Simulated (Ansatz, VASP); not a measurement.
HfO2: VASP beside Ansatz

File POSCAR:

```
HfO2
1.0
    4.9360320190      0.0000000000      0.0000000000
    0.0000000000      4.8382983915      0.0000000000
    0.0000000000      0.0000000000      3.2199930815
Hf O
2 4
Direct
    0.0000000000      0.0000000000      0.0000000000
    0.5000000000      0.5000000000      0.5000000000
    0.1930161087      0.8033707378      0.5000000000
    0.3069838913      0.3033707378      0.0000000000
    0.6930161087      0.6966292622      0.0000000000
    0.8069838913      0.1966292622      0.5000000000
```

File INCAR.step1:

```
PREC = Accurate ; ENCUT = 520
ISMEAR = 0 ; SIGMA = 0.01
LREAL = F ; LASPH = T
NELM = 60 ; NBANDS = 31
GGA = PE ; ALGO = Normal
EDIFF = 1E-4 ; LWAVE = T
LCHARG = F
```

INCAR.step2

```
PREC = Accurate ; ENCUT = 520
EDIFF = 1E-7 ; ISMEAR = 0
SIGMA = 0.01 ; LREAL = F
LASPH = T ; NELM = 60
ALGO = Normal ; ISIF = 2
LWAVE = F ; LCHARG = F
METAGGA = R2SCAN ; LMIXTAU = T
NBANDS = 31 ; ISTART = 1
```

KPOINTS

```
Automatic mesh
0
Gamma
  6 6 8
```

Input for Ansatz:

```yaml
crystal:
  lattice:
    - [4.936032019, 0.0, 0.0]
    - [0.0, 4.8382983915, 0.0]
    - [0.0, 0.0, 3.2199930815]
  atoms:
    - { symbol: Hf, position: [0.0, 0.0, 0.0] }
    - { symbol: Hf, position: [0.5, 0.5, 0.5] }
    - { symbol: O, position: [0.1930161087, 0.8033707378, 0.5] }
    - { symbol: O, position: [0.3069838913, 0.3033707378, 0.0] }
    - { symbol: O, position: [0.6930161087, 0.6966292622, 0.0] }
    - { symbol: O, position: [0.8069838913, 0.1966292622, 0.5] }
kpoints:
  mp_grid: { grid: [6, 6, 8] }
  band_path:
    path:
      - [0.0, 0.0, 0.0]
      - [0.0, 0.5, 0.0]
      - [0.5, 0.5, 0.0]
      - [0.0, 0.0, 0.5]
      - [0.0, 0.5, 0.5]
      - [0.5, 0.5, 0.5]
    npoints: 1
hamiltonian:
  xc: r2scan
scf:
  occupations: { method: fixed }
  n_extra_bands: 5
output:
  forces: true
  stress: true
  eigenvalues: true
```

Change from the starting cell: uniaxial_x strain +2.0%.

Alike in both runs: task single point; functional r2SCAN; k mesh 6 × 6 × 8; no spin polarisation.

```csv
,VASP,Ansatz
version,VASP 6.6.1,Ansatz 0.2.0
potentials or method,"VASP PAW PBE potentials, release 64 (Hf_pv, O)","plane waves, PAW"
plane-wave cutoff (eV),520,500
occupations,"gaussian, width 0.01 eV",fixed
valence electrons in the cell,44,76
```

VASP gave:

* gap on the k mesh at the Fermi level (eV): 4.39
* pressure (GPa): -7.1
* traceless stress, the component that is largest in VASP (GPa): -1.28
* rms of the force components (eV/Å): 0.028

**Question.** Estimate Ansatz's values.

**Answer.** gap on the k mesh at the Fermi level (eV): 4.46; pressure (GPa): -4.1; traceless stress, the component that is largest in VASP (GPa): -1.51; rms of the force components (eV/Å): 0.000.

VASP's potentials were made for PBE, not for r2SCAN. Atom by atom the forces differ by 0.027 eV/Å (rms over components). VASP's potentials hold 44 valence electrons a cell and Ansatz's 76, so a difference there can come from the potentials and not from the codes.

Spin-orbit coupling is off throughout.
